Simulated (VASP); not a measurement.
# BAs in VASP: further runs

Runs on BAs. Level: PBEsol. Tasks: single point.

Everything below comes from runs of VASP 6.6.1. Logs are shortened: lines on timing, memory, paths and dates and some standing lists are left out, and cuts for length are marked.

**1. The cell of the first run**

The cell holds a slab with vacuum, 12 atoms: a = 6.743 Å, b = 3.371 Å, c = 21.194 Å, α = 90.00°, β = 90.00°, γ = 120.00°.

**2. Single point, PBEsol**

INCAR reads:

```
SYSTEM = BAs
  PREC = Accurate
  ENCUT = 520
  EDIFF = 1E-6
  ISMEAR = 0
  SIGMA = 0.05
  LREAL = .False.
  LASPH = .True.
  NELM = 100
  ALGO = Normal
  ISIF = 2
  LWAVE = .False.
  LCHARG = .False.
  LDIPOL = .True.
  IDIPOL = 3
  DIPOL = 0.5 0.5 0.501
  GGA = PS
  NBANDS = 36
```

KPOINTS reads:

```
regular mesh
0
Gamma
  5 9 1
  0 0 0
```

POSCAR reads:

```
BAs
1.0
    6.7427946240      0.0000000000      0.0000000000
   -1.6856986560      2.9197157185      0.0000000000
    0.0000000000      0.0000000000     21.1936523510
As B
6 6
Direct
    0.5000000000      0.0000000000      0.3538795426
    0.0000000000      0.0000000000      0.3538795426
    0.6667980354      0.6656800986      0.4868313692
    0.1667753129      0.6656315417      0.4868328205
    0.8341451977      0.3332723533      0.6224405284
    0.3341244202      0.3332523989      0.6224402180
    0.1666666667      0.6666666667      0.3863507554
    0.6666666667      0.6666666667      0.3863507554
    0.3334882842      0.3323419505      0.5169606305
    0.8334998247      0.3323900417      0.5169680743
    0.5008687408      0.0001120663      0.6411754778
    0.0008627905      0.0001009866      0.6412040384
```

Potentials or basis: VASP PAW PBE potentials, release 64 (As, B).

The run is started by

```
cat potpaw_PBE.64/As/POTCAR potpaw_PBE.64/B/POTCAR > POTCAR
mpirun -np 1 vasp_std > vasp.out
```

OUTCAR:

```text
SYSTEM = BAs
   PREC = Accurate
   ENCUT = 520
   EDIFF = 1E-6
   ISMEAR = 0
   LREAL = .False.
   LASPH = .True.
   NELM = 100
   ISIF = 2
   GGA = PS

 ion  position               nearest neighbor table
   1  0.500  0.000  0.354-   7 2.06   8 2.06   8 2.06
   2  0.000  0.000  0.354-   8 2.06   7 2.06   7 2.06
   3  0.667  0.666  0.487-   9 2.05  10 2.05  10 2.05   8 2.13
   4  0.167  0.666  0.487-  10 2.05   9 2.05   9 2.05   7 2.13
   5  0.834  0.333  0.622-  11 1.99  12 1.99  12 1.99  10 2.24
   6  0.334  0.333  0.622-  12 1.99  11 1.99  11 1.99   9 2.24
   7  0.167  0.667  0.386-   1 2.06   2 2.06   2 2.06   4 2.13
   8  0.667  0.667  0.386-   2 2.06   1 2.06   1 2.06   3 2.13
   9  0.333  0.332  0.517-   3 2.05   4 2.05   4 2.05   6 2.24
  10  0.833  0.332  0.517-   4 2.05   3 2.05   3 2.05   5 2.24
  11  0.501  0.000  0.641-   5 1.99   6 1.99   6 1.99
  12  0.001  0.000  0.641-   6 1.99   5 1.99   5 1.99

  Warning from LATTYP: Monoclinic adjustment (A1->A3, A2->A1, A3->A2)!
  LATTYP: Found a simple orthorhombic cell.
 ALAT       =     3.3713973120
 B/A-ratio  =     1.7320508076
 C/A-ratio  =     6.2863111017

  Lattice vectors:

 A1 = (   1.6856986560,  -2.9197157185,   0.0000000000)
 A2 = (   5.0570959680,   2.9197157185,   0.0000000000)
 A3 = (   0.0000000000,   0.0000000000,  21.1936523510)

Analysis of symmetry for initial positions (statically):
=====================================================================
 Subroutine PRICEL returns:
 Original cell was already a primitive cell.

 Routine SETGRP: Setting up the symmetry group for a
 simple orthorhombic supercell.

 Subroutine GETGRP returns: Found  1 space group operations
 (whereof  1 operations were pure point group operations)
 out of a pool of  8 trial point group operations.

The static configuration has the point symmetry C_1 .

Analysis of symmetry for dynamics (positions and initial velocities):
=====================================================================
 Subroutine PRICEL returns:
 Original cell was already a primitive cell.

 Routine SETGRP: Setting up the symmetry group for a
 simple orthorhombic supercell.

 Subroutine GETGRP returns: Found  1 space group operations
 (whereof  1 operations were pure point group operations)
[... 157 lines left out ...]
   ISMEAR =     0;   SIGMA  =   0.05  broadening in eV -4-tet -1-fermi 0-gaus
   EFERMI_NEDOS =   21; number of points for ismear=-14 and -15
   IALGO  =     38    algorithm
   IMIX   =      4    mixing-type and parameters
     AMIX     =   0.40;   BMIX     =  1.00
     AMIX_MAG =   1.60;   BMIX_MAG =  1.00
  volume/ion in A,a.u.               =      34.77       234.64
  Fermi-wavevector in a.u.,A,eV,Ry     =   0.796208  1.504615  8.625373  0.633947
  Thomas-Fermi vector in A             =   1.902686
   LORBIT       =      0    0 simple, 1 ext, 2 COOP (PROOUT), +10 PAW based schemes
   GGA     = PS    functional components
   LHFCALC =     F    Hartree Fock is set to
   AEXX    =    0.0000 exact exchange contribution
   IVDW    =     0    specifies the selected vdW correction
   LEPSILON=     F    determine dielectric tensor
   LRPA    =     F    only Hartree local field effects (RPA)
 non-spin polarized calculation
 Gauss-broadening in eV      SIGMA  =   0.05
  energy-cutoff  :      520.00
  volume of cell :      417.24
 maximum number of plane-waves:     11279
 NGX is ok and might be reduce to    50
   NGX = 25   NGY = 13   NGZ = 79

 dipolmoment           0.000000      0.000000      0.128372 electrons x Angstroem

 number of electron      48.0000000 magnetization

 dipolmoment           0.000000      0.000000     -0.143369 electrons x Angstroem

 Free energy of the ion-electron system (eV)
  ---------------------------------------------------
  ext. energy  EPLUGINS =         0.00000000
  ---------------------------------------------------
  free energy    TOTEN  =       -68.23363261 eV

  energy without entropy =      -68.22908625  energy(sigma->0) =      -68.23135943

 E-fermi :  -0.7878     XC(G=0):  -4.9434

 val. band max:       -0.8570981924   @ k =   0.2000   0.0000   0.0000
 cond. band min:      -0.7859681017   @ k =  -0.2000   0.2222   0.0000
 fundamental gap:      0.0711300908
 Fermi energy:        -0.7878411644

 k-point     1 :       0.0000    0.0000    0.0000
  band No.  band energies     occupation
      1     -15.9952      2.00000
      2     -14.8576      2.00000
      3     -13.4023      2.00000
      4     -13.2866      2.00000
      5     -12.5997      2.00000
      6     -11.0800      2.00000
[... 886 lines left out ...]
     35       4.2523      0.00000
     36       4.5350      0.00000

------------------------ aborting loop because EDIFF is reached ----------------------------------------

 vacuum level on the upper side and lower side of the slab       (xc-potential included)        -0.794         0.519

  FORCE on cell =-STRESS in cart. coord.  units (eV):
  Direction    XX          YY          ZZ          XY          YZ          ZX
  --------------------------------------------------------------------------------------
  -------------------------------------------------------------------------------------
  Total       -0.8793426     -0.8446442      0.1727692      0.0268102      0.0273314     -0.0282618
  in kB       -3.3766217     -3.2433819      0.6634230      0.1029497      0.1049509     -0.1085237
  external PRESSURE =      -1.9855269 kB  Pullay stress =       0.0000000 kB

 VOLUME and BASIS-vectors are now :
 -----------------------------------------------------------------------------
  energy-cutoff  :      520.00
  volume of cell :      417.24
      direct lattice vectors                 reciprocal lattice vectors
     6.742794624  0.000000000  0.000000000     0.148306460  0.085624774  0.000000000
    -1.685698656  2.919715719  0.000000000     0.000000000  0.342499098  0.000000000
     0.000000000  0.000000000 21.193652351     0.000000000  0.000000000  0.047183939

 POSITION                                       TOTAL-FORCE (eV/Angst)
 -----------------------------------------------------------------------------------
      3.37140      0.00000      7.50000        -0.000857     -0.003488      0.187284
      0.00000      0.00000      7.50000        -0.000688     -0.003444      0.187427
      3.37395      1.94360     10.31773        -0.000849      0.001966     -0.009416
      0.00248      1.94345     10.31777         0.000963      0.002992     -0.010361
      5.06267      0.97306     13.19179        -0.001077     -0.000619     -0.009183
      1.69117      0.97300     13.19178        -0.001445     -0.000700     -0.009617
      0.00000      1.94648      8.18818         0.003989      0.000884     -0.245830
      3.37140      1.94648      8.18818         0.004050      0.001004     -0.245768
      1.68841      0.97034     10.95628        -0.000565     -0.001407      0.047211
      5.05981      0.97048     10.95644        -0.001329     -0.002770      0.046504
      3.37707      0.00033     13.58885        -0.001100      0.002628      0.031684
      0.00565      0.00029     13.58946        -0.001091      0.002956      0.030065
 -----------------------------------------------------------------------------------
    total drift:                               -0.000048     -0.000015      0.000155

  FREE ENERGIE OF THE ION-ELECTRON SYSTEM (eV)
  ---------------------------------------------------
  free  energy   TOTEN  =       -68.2336326096 eV

  energy  without entropy=      -68.2290862450  energy(sigma->0) =      -68.23135943

 vacuum level on the upper side and lower side of the slab         3.511         4.870
```

stdout:

```text
POSCAR found type information on POSCAR AsB
 POSCAR found :  2 types and      12 ions
 scaLAPACK will be used
 -----------------------------------------------------------------------------
|                                                                             |
|                                                                             |
[... 21 lines left out ...]
|     Results are often still useful ...                                      |
|                                                                             |
 -----------------------------------------------------------------------------

 POSCAR, INCAR and KPOINTS ok, starting setup
 FFT: planning ... GRIDC
 FFT: planning ... GRID_SOFT
 FFT: planning ... GRID
 WAVECAR not read
 entering main loop
```

Run time: 14 min. Hardware: 1 thread of Intel Xeon 6975P-C, shared host; peak memory 0.68 GiB.

Results:

- Free energy: -68.2336 eV
- Largest force: 0.246 eV/Å
- Band gap on the k mesh: zero (band 24 reaches -0.59 eV, above the bottom of band 25 at -0.79 eV)

Forces on the atoms (eV/Å):
```
As  -0.001 -0.003  0.187
As  -0.001 -0.003  0.187
As  -0.001  0.002 -0.009
As   0.001  0.003 -0.010
As  -0.001 -0.001 -0.009
As  -0.001 -0.001 -0.010
B    0.004  0.001 -0.246
B    0.004  0.001 -0.246
B   -0.001 -0.001  0.047
B   -0.001 -0.003  0.047
B   -0.001  0.003  0.032
B   -0.001  0.003  0.030
```

Caveat: the PAW data sets were made with another functional, which shifts forces and pressure a little.

**3. Single point, PBEsol**

INCAR reads:

```
SYSTEM = BAs
PREC = Accurate
ENCUT = 520
EDIFF = 1E-6
ISMEAR = 0
SIGMA = 0.05
LREAL = .FALSE.
LASPH = .TRUE.
NELM = 60
ALGO = Normal
ISIF = 2
LWAVE = .FALSE.
LCHARG = .FALSE.
LDIPOL = .TRUE.
IDIPOL = 3
DIPOL = 0.5 0.5 0.501
GGA = PS
NBANDS = 36
```

KPOINTS reads:

```
Automatic mesh
0
G
  5 9 1
  0 0 0
```

POSCAR reads:

```
BAs
1.0
    6.7427946240      0.0000000000      0.0000000000
   -1.6856986560      2.9197157185      0.0000000000
    0.0000000000      0.0000000000     21.1936523510
As B
6 6
Direct
    0.5000000000      0.0000000000      0.3538795426
    0.0000000000      0.0000000000      0.3538795426
    0.6662451651      0.6661474454      0.4869420915
    0.1662414089      0.6661509543      0.4869428355
    0.8333725933      0.3343969538      0.6225436149
    0.3333758833      0.3344106049      0.6225399599
    0.1666666667      0.6666666667      0.3863507554
    0.6666666667      0.6666666667      0.3863507554
    0.3329165929      0.3328482379      0.5171298745
    0.8329143085      0.3328338426      0.5171245302
    0.5001351559      0.0013240460      0.6412279243
    0.0001306895      0.0013094837      0.6412289354
```

Potentials or basis: VASP PAW PBE potentials, release 64 (As, B).

The run is started by

```
cat potpaw_PBE.64/As/POTCAR potpaw_PBE.64/B/POTCAR > POTCAR
mpirun -np 1 vasp_std > vasp.out
```

Run time: 17 min. Hardware: 1 thread of Intel Xeon 6975P-C, shared host; peak memory 0.67 GiB.

The run converged. Its results:

* Free energy: -68.2339 eV
* Largest force: 0.233 eV/Å
* Band gap on the k mesh: zero (band 24 reaches -0.59 eV, above the bottom of band 25 at -0.79 eV)

Forces in eV/Å, atoms in the order of the input:
```
As  -0.004 -0.002  0.194
As  -0.004 -0.002  0.194
As   0.000  0.000 -0.019
As   0.001  0.001 -0.019
As   0.003  0.002 -0.010
As   0.003  0.001 -0.010
B    0.003  0.002 -0.233
B    0.003  0.002 -0.233
B    0.001  0.000  0.029
B    0.001  0.000  0.031
B   -0.003 -0.001  0.039
B   -0.003 -0.001  0.039
```

Levels at points of the mesh, in eV from the Fermi level:
| k point | band 21 | band 22 | band 23 | band 24 | band 25 | band 26 | band 27 | band 28 |
| --- | --- | --- | --- | --- | --- | --- | --- | --- |
| (0.00, 0.00, 0.00) | -0.86 | -0.54 | 0.14 | 0.20 | 0.20 | 1.46 | 1.47 | 2.51 |

Caveat: the PAW data sets were made with another functional, which shifts forces and pressure a little.

(Part 1 of 2 ends here.)
